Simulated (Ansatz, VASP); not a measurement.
## Two plane-wave programs on CaMg

INCAR

```
  ALGO = Fast
  EDIFF = 1E-7
  ENCUT = 520
  ISIF = 2
  ISMEAR = 0
  LASPH = T
  LCHARG = F
  LREAL = F
  LWAVE = F
  NBANDS = 13
  NELM = 100
  PREC = Accurate
  SIGMA = 0.15
```

KPOINTS

```
k-points
0
Gamma
  12 12 12
```

The input POSCAR:

```
CaMg
1.0
    4.2287409990      0.0000000000      0.0000000000
    0.0000000000      4.2287409990      0.0000000000
    0.0000000000      0.0000000000      3.8616243500
Ca Mg
1 1
Direct
    0.0000000000      0.0000000000      0.5000000000
    0.5000000000      0.5000000000      0.0000000000
```

Input for Ansatz:

```yaml
crystal:
  lattice:
    - [4.228740999, 0.0, 0.0]
    - [0.0, 4.228740999, 0.0]
    - [0.0, 0.0, 3.86162435]
  atoms:
    - { symbol: Ca, position: [0.0, 0.0, 0.5] }
    - { symbol: Mg, position: [0.5, 0.5, 0.0] }
basis:
  ecutwfc: 420
kpoints:
  mp_grid: { grid: [12, 12, 12] }
hamiltonian:
  xc: lda
scf:
  occupations: { method: gaussian, width: 0.15 }
output:
  forces: true
  stress: true
  eigenvalues: true
```

Change from the starting cell: strain +0.0500 x Voigt [1, 1, 0, 0, 0, 0], atoms carried along.

Alike in both runs: task single point; functional LDA; k mesh 12 × 12 × 12; occupations gaussian, width 0.15 eV; no spin polarisation.

|  | VASP | Ansatz |
| --- | --- | --- |
| version | VASP 6.6.1 | Ansatz 0.2.0 |
| potentials or method | VASP PAW LDA potentials, release 64 (Ca_sv, Mg), cutoff 520 eV | scalar-relativistic, plane waves, PAW |
| valence electrons in the cell | 12 | 20 |

|  | VASP | Ansatz | Ansatz less VASP |
| --- | --- | --- | --- |
| gap on the k mesh at the Fermi level (eV) | none | none | - |
| pressure (GPa) | -3.9 | -3.7 | +0.20 |
| traceless stress, the component that is largest in VASP (GPa) | 0.75 | 0.73 | -0.018 |

LDA's correlation is that of Perdew and Zunger in VASP and of Perdew and Wang (1992) in Ansatz. A gap of «none» marks a metal or a gap that the smearing closes. VASP's potentials hold 12 valence electrons a cell and Ansatz's 20, so a difference there can come from the potentials and not from the codes.
